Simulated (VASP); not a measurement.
# Si2As (Pmmn) in VASP: relaxation of cell and atoms with PBE

Aim: the relaxation of cell and atoms of Si2As with PBE.

All numbers are computed with VASP 6.6.1; they aren't measurements. Logs are shortened: lines on timing, memory, paths and dates and some standing lists are left out, and cuts for length are marked.

## 1. The cell of the first run

Symmetry: Pmmn, No. 59, orthorhombic system. The conventional cell has a = 3.718 Å, b = 7.034 Å, c = 5.855 Å, α = 90.00°, β = 90.00°, γ = 90.00°. Within 3.0 Å of Si (site symmetry m) lie 3 Si at 2.30 to 2.35 Å and 1 As at 2.38 Å. Within 3.1 Å of As (site symmetry mm2) lie 2 Si at 2.38 Å.

## 2. Relaxation of cell and atoms, PBE

Contents of INCAR:

```
SYSTEM = Si2As
  ALGO = Normal
  EDIFF = 1E-7
  EDIFFG = -0.01
  ENCUT = 600
  GGA = PE
  IBRION = 2
  ISIF = 3
  ISMEAR = 0
  LASPH = .True.
  LCHARG = .False.
  LREAL = .False.
  LWAVE = .False.
  NELM = 100
  NSW = 100
  PREC = Accurate
  SIGMA = 0.1
```

Contents of KPOINTS:

```
k-points
0
Gamma
  10 6 6
  0 0 0
```

Contents of POSCAR:

```
Si2As
1.0
    3.7181717586      0.0000000000      0.0000000000
    0.0000000000      7.0342842887      0.0000000000
    0.0000000000      0.0000000000      5.8554668422
Si As
4 2
Direct
    0.0000000000      0.8331608763      0.4412926391
    0.0000000000      0.1668391237      0.4412926391
    0.5000000000      0.3331608763      0.5587073609
    0.5000000000      0.6668391237      0.5587073609
    0.0000000000      0.0000000000      1.0875277655
    0.5000000000      0.5000000000     -0.0875277655
```

Potentials or basis: VASP PAW PBE potentials, release 64 (Si, As).

The run is started by

```
$ cat potpaw_PBE.64/Si/POTCAR potpaw_PBE.64/As/POTCAR > POTCAR
$ mpirun -np 1 vasp_std > vasp.out
```

OUTCAR:

```text
SYSTEM = Si2As
   EDIFF = 1E-7
   EDIFFG = -0.01
   ENCUT = 600
   GGA = PE
   IBRION = 2
   ISIF = 3
   ISMEAR = 0
   LASPH = .True.
   LREAL = .False.
   NELM = 100
   NSW = 100
   PREC = Accurate

 ion  position               nearest neighbor table
   1  0.000  0.833  0.441-   4 2.30   4 2.30   2 2.35   5 2.38
   2  0.000  0.167  0.441-   3 2.30   3 2.30   1 2.35   5 2.38
   3  0.500  0.333  0.559-   2 2.30   2 2.30   4 2.35   6 2.38
   4  0.500  0.667  0.559-   1 2.30   1 2.30   3 2.35   6 2.38
   5  0.000  0.000  0.088-   1 2.38   2 2.38
   6  0.500  0.500  0.912-   3 2.38   4 2.38

  LATTYP: Found a simple orthorhombic cell.
 ALAT       =     3.7181717586
 B/A-ratio  =     1.5748241938
 C/A-ratio  =     1.8918664186

  Lattice vectors:

 A1 = (  -3.7181717586,   0.0000000000,   0.0000000000)
 A2 = (   0.0000000000,   0.0000000000,   5.8554668422)
 A3 = (   0.0000000000,   7.0342842887,   0.0000000000)

Analysis of symmetry for initial positions (statically):
=====================================================================
 Subroutine PRICEL returns:
 Original cell was already a primitive cell.

 Routine SETGRP: Setting up the symmetry group for a
 simple orthorhombic supercell.

 Subroutine GETGRP returns: Found  8 space group operations
 (whereof  4 operations were pure point group operations)
 out of a pool of  8 trial point group operations.

The static configuration has the point symmetry C_2v.
 The point group associated with its full space group is D_2h.

Analysis of symmetry for dynamics (positions and initial velocities):
=====================================================================
 Subroutine PRICEL returns:
 Original cell was already a primitive cell.

 Routine SETGRP: Setting up the symmetry group for a
 simple orthorhombic supercell.

 Subroutine GETGRP returns: Found  8 space group operations
 (whereof  4 operations were pure point group operations)
 out of a pool of  8 trial point group operations.

The dynamic configuration has the point symmetry C_2v.
 The point group associated with its full space group is D_2h.

 Subroutine INISYM returns: Found  8 space group operations
 (whereof  4 operations are pure point group operations),
 and found     1 'primitive' translations

----------------------------------------------------------------------------------------

                                     Primitive cell

  volume of cell :     153.1478

  direct lattice vectors                    reciprocal lattice vectors
     3.718171759  0.000000000  0.000000000     0.268949383  0.000000000  0.000000000
     0.000000000  7.034284289  0.000000000     0.000000000  0.142160874  0.000000000
     0.000000000  0.000000000  5.855466842     0.000000000  0.000000000  0.170780576

  length of vectors
     3.718171759  7.034284289  5.855466842     0.268949383  0.142160874  0.170780576

  position of ions in fractional coordinates (direct lattice)
     0.000000000  0.833160876  0.441292639
     0.000000000  0.166839124  0.441292639
     0.500000000  0.333160876  0.558707361
     0.500000000  0.666839124  0.558707361
     0.000000000  0.000000000  0.087527765
     0.500000000  0.500000000  0.912472235

  ion indices of the primitive-cell ions
   primitive index   ion index
                 1           1
                 2           2
                 3           3
                 4           4
                 5           5
                 6           6

----------------------------------------------------------------------------------------

 KPOINTS: k-points

Automatic generation of k-mesh.
 Grid dimensions read from file:
 generate k-points for:   10    6    6

 Generating k-lattice:

  Cartesian coordinates                     Fractional coordinates (reciprocal lattice)
     0.026894938  0.000000000  0.000000000     0.100000000  0.000000000  0.000000000
     0.000000000  0.023693479  0.000000000     0.000000000  0.166666667  0.000000000
     0.000000000  0.000000000  0.028463429     0.000000000  0.000000000  0.166666667

  Length of vectors
     0.026894938  0.023693479  0.028463429

  Shift w.r.t. Gamma in fractional coordinates (k-lattice)
     0.000000000  0.000000000  0.000000000

 Subroutine IBZKPT returns following result:
 ===========================================

 Found     96 irreducible k-points:

 Following reciprocal coordinates:
            Coordinates               Weight
  0.000000  0.000000  0.000000      1.000000
  0.100000  0.000000  0.000000      2.000000
  0.200000  0.000000  0.000000      2.000000
  0.300000  0.000000  0.000000      2.000000
  0.400000  0.000000  0.000000      2.000000
  0.500000  0.000000  0.000000      1.000000
[... 16 lines left out ...]
  0.400000  0.500000  0.000000      2.000000
  0.500000  0.500000  0.000000      1.000000
 [... further k-points ...]
   k-points           NKPTS =     96   k-points in BZ     NKDIM =     96   number of bands    NBANDS=     17
   number of dos      NEDOS =    301   number of ions     NIONS =      6
   total plane-waves  NPLWV =  80640
   dimension x,y,z NGX =    30 NGY =   56 NGZ =   48
   dimension x,y,z NGXF=    60 NGYF=  112 NGZF=   96
   ions per type =               4   2
   NGX,Y,Z   is equivalent  to a cutoff of  13.41, 13.23, 13.63 a.u.
   NGXF,Y,Z  is equivalent  to a cutoff of  26.83, 26.47, 27.26 a.u.
 SYSTEM =  Si2As
   PREC   = accura    normal or accurate (medium, high low for compatibility)
   ISTART =      0    job   : 0-new  1-cont  2-samecut
   ICHARG =      2    charge: 1-file 2-atom 10-const
   ISPIN  =      1    spin polarized calculation?
   LNONCOLLINEAR =      F non collinear calculations
   LSORBIT =      F    spin-orbit coupling
   LASPH  =      T    aspherical Exc in radial PAW
   ENCUT  =  600.0 eV  44.10 Ry    6.64 a.u.   7.43 14.05 11.69*2*pi/ulx,y,z
   NELM   =    100;   NELMIN=  2; NELMDL= -5     # of ELM steps
   EDIFF  = 0.1E-06   stopping-criterion for ELM
   LREAL  =      F    real-space projection
   EDIFFG = -.1E-01   stopping-criterion for IOM
   NSW    =    100    number of steps for IOM
   IBRION =      2    ionic relax: 0-MD 1-quasi-New 2-CG
   NFREE  =      1    steps in history (QN), initial steepest desc. (CG)
   ISIF   =      3    stress and relaxation
   ISYM   =      2    0-nonsym 1-usesym 2-fastsym
   POTIM  = 0.5000    time-step for ionic-motion
   TEBEG  =    0.0;   TEEND  =   0.0 temperature during run
   PSTRESS=    0.0 pullay stress
   NELECT =      26.0000    total number of electrons
   NUPDOWN=      -1.0000    fix difference up-down
   EMIN   =  10.00;   EMAX   =-10.00  energy-range for DOS
   EFERMI =   0.00;   METHOD = LEGACY
   ISMEAR =     0;   SIGMA  =   0.10  broadening in eV -4-tet -1-fermi 0-gaus
   EFERMI_NEDOS =   21; number of points for ismear=-14 and -15
   IALGO  =     38    algorithm
   IMIX   =      4    mixing-type and parameters
     AMIX     =   0.40;   BMIX     =  1.00
     AMIX_MAG =   1.60;   BMIX_MAG =  1.00
  volume/ion in A,a.u.               =      25.52       172.25
  Fermi-wavevector in a.u.,A,eV,Ry     =   0.906489  1.713015 11.180199  0.821721
  Thomas-Fermi vector in A             =   2.030182
   LORBIT       =      0    0 simple, 1 ext, 2 COOP (PROOUT), +10 PAW based schemes
   GGA     = PE    functional components
   LHFCALC =     F    Hartree Fock is set to
   AEXX    =    0.0000 exact exchange contribution
   IVDW    =     0    specifies the selected vdW correction
   LEPSILON=     F    determine dielectric tensor
   LRPA    =     F    only Hartree local field effects (RPA)
 conjugate gradient relaxation of ions
 non-spin polarized calculation
 Gauss-broadening in eV      SIGMA  =   0.10
  energy-cutoff  :      600.00
  volume of cell :      153.15
 maximum number of plane-waves:      5144
 NGX is ok and might be reduce to    30
   NGX = 15   NGY = 29   NGZ = 23

--------------------------------------- Ionic step        1  -------------------------------------------

 number of electron      26.0000000 magnetization

 Free energy of the ion-electron system (eV)
  ---------------------------------------------------
  ext. energy  EPLUGINS =         0.00000000
  ---------------------------------------------------
  free energy    TOTEN  =       -28.69440603 eV

  energy without entropy =      -28.68334752  energy(sigma->0) =      -28.68887678

------------------------ aborting loop because EDIFF is reached ----------------------------------------

  FORCE on cell =-STRESS in cart. coord.  units (eV):
  Direction    XX          YY          ZZ          XY          YZ          ZX
  --------------------------------------------------------------------------------------
  -------------------------------------------------------------------------------------
  Total       -0.0479360     -0.0233197      0.2179267      0.0000000      0.0000000      0.0000000
  in kB       -0.5014895     -0.2439619      2.2798699      0.0000000      0.0000000      0.0000000
  external PRESSURE =       0.5114728 kB  Pullay stress =       0.0000000 kB
[... 105 lines left out ...]
  energy  without entropy=      -28.6836240729  energy(sigma->0) =      -28.68912958

--------------------------------------- Ionic step        4  -------------------------------------------

 number of electron      26.0000000 magnetization

 Free energy of the ion-electron system (eV)
  ---------------------------------------------------
  ext. energy  EPLUGINS =         0.00000000
  ---------------------------------------------------
  free energy    TOTEN  =       -28.69467703 eV

  energy without entropy =      -28.68365369  energy(sigma->0) =      -28.68916536

 E-fermi :   3.0624     XC(G=0):  -8.5855

 val. band max:        3.0552481950   @ k =   0.3000   0.0000   0.3333
 cond. band min:       3.0652493278   @ k =   0.1000   0.0000   0.0000
 fundamental gap:      0.0100011328
 Fermi energy:         3.0624246672

 k-point     1 :       0.0000    0.0000    0.0000
  band No.  band energies     occupation
      1      -9.1079      2.00000
      2      -8.0235      2.00000
      3      -5.7574      2.00000
      4      -5.5626      2.00000
      5      -2.7699      2.00000
      6      -0.3389      2.00000
[... 9 lines left out ...]
     16       5.1570      0.00000
     17       6.6302      0.00000
[... 443 lines left out ...]
      1      -7.9656      2.00000
      2      -7.9656      2.00000
      3      -3.8404      2.00000
      4      -3.8404      2.00000
      5      -3.8337      2.00000
      6      -3.8337      2.00000
[... 9 lines left out ...]
     16       5.0406      0.00000
     17       6.1074      0.00000

 [... further k-points ...]
[... 5 lines left out ...]
  --------------------------------------------------------------------------------------
  -------------------------------------------------------------------------------------
  Total       -0.0021446      0.0131656      0.0125458      0.0000000      0.0000000      0.0000000
  in kB       -0.0224310      0.1377041      0.1312215      0.0000000      0.0000000      0.0000000
  external PRESSURE =       0.0821648 kB  Pullay stress =       0.0000000 kB
[... 21 lines left out ...]
  FREE ENERGIE OF THE ION-ELECTRON SYSTEM (eV)
  ---------------------------------------------------
  free  energy   TOTEN  =       -28.6946770308 eV

  energy  without entropy=      -28.6836536886  energy(sigma->0) =      -28.68916536

 reached required accuracy - stopping structural energy minimisation
```

It took 13 min on 1 thread of Intel Xeon 8259CL, shared host; peak memory 0.48 GiB.

What came out:

```
Free energy                           : -28.6947 eV
Relaxed volume                        : 25.53 Å³/atom
Relaxed cell                          : a = 3.717 Å, b = 7.029 Å, c = 5.863 Å, α = 90.00°, β = 90.00°, γ = 90.00°
Space group after relaxing (to 0.1 Å) : Pmmn (No. 59)
Energy gained by relaxing             : 0.0 meV/atom
Ionic steps                           : 4
Pressure after relaxing               : 0.0 GPa
Largest force after relaxing          : 0.003 eV/Å
Band gap on the k mesh                : zero (bands 13 and 14 overlap by 2.83 eV)
```

Forces in eV/Å, atoms in the order of the input:
```
Si   0.000 -0.002  0.001
Si   0.000  0.002  0.001
Si   0.000 -0.002 -0.001
Si   0.000  0.002 -0.001
As   0.000  0.000  0.003
As   0.000  0.000 -0.003
```

Step by step:
```tsv
step	energy change (eV)	largest force (eV/Å)	pressure (GPa)	volume (Å³)
1	0.0000	0.0468	0.05	153.15
2	-0.0001	0.0353	-0.08	153.33
3	-0.0002	0.0142	-0.03	153.26
4	-0.0003	0.0032	0.01	153.18
```

Final structure:
```xyz
6
Lattice="3.7169 0.0000 0.0000 0.0000 7.0290 0.0000 0.0000 0.0000 5.8631" Properties=species:S:1:pos:R:3 pbc="T T T"
Si    0.0000    5.8567    2.5883
Si    0.0000    1.1723    2.5883
Si    1.8584    2.3422    3.2748
Si    1.8584    4.6868    3.2748
As    3.7169    0.0000    0.5117
As    1.8584    3.5145    5.3514
```
